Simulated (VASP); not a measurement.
Write the native input for VASP 6.6.1 that does the following.

| Quantity | Value |
| --- | --- |
| Task | single point |
| Functional | PBE |
| Potentials or basis | VASP PAW PBE potentials, release 64 (Cr_pv, O) |
| Cutoff | 520 eV |
| k mesh | 4 × 4 × 4 |
| Occupations | gaussian, width 0.05 eV |
| Spin | collinear spin, antiferromagnetic start |
| Starting moments | [2.74, -2.74, -2.74, 2.74, 0.0, 0.0, 0.0, 0.0, 0.0, 0.0] μB |
| Hubbard terms | Cr d U = 3.7 eV |
| Dipole correction | no |
| Further INCAR settings | ALGO = Normal; EDIFF = 1e-07; NBANDS = 57 |

The structure of Cr2O3 lies in POSCAR:

```
Cr2O3
1.0
    2.5370310227      1.4647555439      4.6172169694
   -2.5370310227      1.4647555439      4.6172169694
    0.0000000000     -2.9295110878      4.6172169694
Cr O
4 6
Direct
    0.3480829014      0.3480829014      0.3480829014
    0.1519171011      0.1519171011      0.1519171011
    0.6519171011      0.6519171011      0.6519171011
    0.8480829014      0.8480829014      0.8480829014
    0.5523566342      0.9476433785      0.2499999848
    0.2499999848      0.5523566342      0.9476433785
    0.9476433785      0.2499999848      0.5523566342
    0.4476433785      0.0523566342      0.7499999848
    0.7499999848      0.4476433785      0.0523566342
    0.0523566342      0.7499999848      0.4476433785
```

These files were run (other wordings do the same):

INCAR

```
SYSTEM = Cr2O3
PREC = Accurate
ENCUT = 520
EDIFF = 1E-7
ISMEAR = 0
SIGMA = 0.05
LREAL = .FALSE.
LASPH = .TRUE.
NELM = 150
ALGO = Normal
ISIF = 2
LWAVE = .FALSE.
LCHARG = .TRUE.
ISPIN = 2
MAGMOM = 2.74 -2.74 -2.74 2.74 0 0 0 0 0 0
LORBIT = 11
LMAXMIX = 4
LDAU = .TRUE.
LDAUTYPE = 2
LDAUL = 2 -1
LDAUU = 3.7 0
LDAUJ = 0 0
LDAUPRINT = 1
GGA = PE
LELF = .TRUE.
LVHAR = .TRUE.
NBANDS = 57
```

KPOINTS

```
Automatic mesh
0
G
  4 4 4
  0 0 0
```

Potentials or basis: VASP PAW PBE potentials, release 64 (Cr_pv, O).

Run with:

```sh
$ cat potpaw_PBE.64/Cr_pv/POTCAR potpaw_PBE.64/O/POTCAR > POTCAR
$ mpirun -np 1 vasp_std > vasp.out
```

Results of the run:

- Pressure: -0.7 GPa
- Largest force: 0.092 eV/Å
- Band gap on the k mesh: 3.11 eV (least direct gap 3.13 eV)
- Net moment: 0.00 μB per cell
- Site moments: Cr +2.92, -2.92 (each value once); O +0.00 μB
- Valence electrons inside the program's atomic spheres: Cr 10.55; O 5.05

It took 2.2 min on 1 thread of AMD EPYC 9R45 96-Core Processor (Zen 5), with other jobs on the host, peak memory 0.35 GiB.
